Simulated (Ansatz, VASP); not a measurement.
**Two plane-wave programs on TaN**

```xyz
2
Lattice="0.0000 2.1790 2.1790 2.1790 0.0000 2.1790 2.1790 2.1790 0.0000" Properties=species:S:1:pos:R:3 pbc="T T T"
Ta    2.1790    2.1790    2.1790
N     0.0000    0.0000    0.0000
```

Alike in both runs: task single point; functional r2SCAN; k mesh 7 × 7 × 7; occupations gaussian, width 0.05 eV; collinear spin; Hubbard terms Ta d U = 1.0 eV.

|  | VASP | Ansatz |
| --- | --- | --- |
| version | VASP 6.6.1 | Ansatz 0.2.0 |
| potentials or method | VASP PAW PBE potentials, release 64 (Ta_sv_GW, N), cutoff 660 eV | scalar-relativistic, plane waves, PAW |
| valence electrons in the cell | 18 | 18 |

|  | VASP | Ansatz | Ansatz less VASP |
| --- | --- | --- | --- |
| gap on the k mesh at the Fermi level (eV) | none | none | - |
| pressure (GPa) | 12.7 | 10.4 | -2.32 |
| net moment per atom (μB) | 0.00 | 0.00 | 0.000 |

VASP's potentials were made for PBE, not for r2SCAN. The programs project onto different local orbitals, so the same U acts differently, and such runs can settle in different states. A gap of «none» marks a metal or a gap that the smearing closes. Ansatz's warnings: filled band counts differ across k points, seeded moment not kept, specified occupation not kept, stability check not made, symmetry narrowed by occupation matrices.

Neither program's run includes spin-orbit coupling.
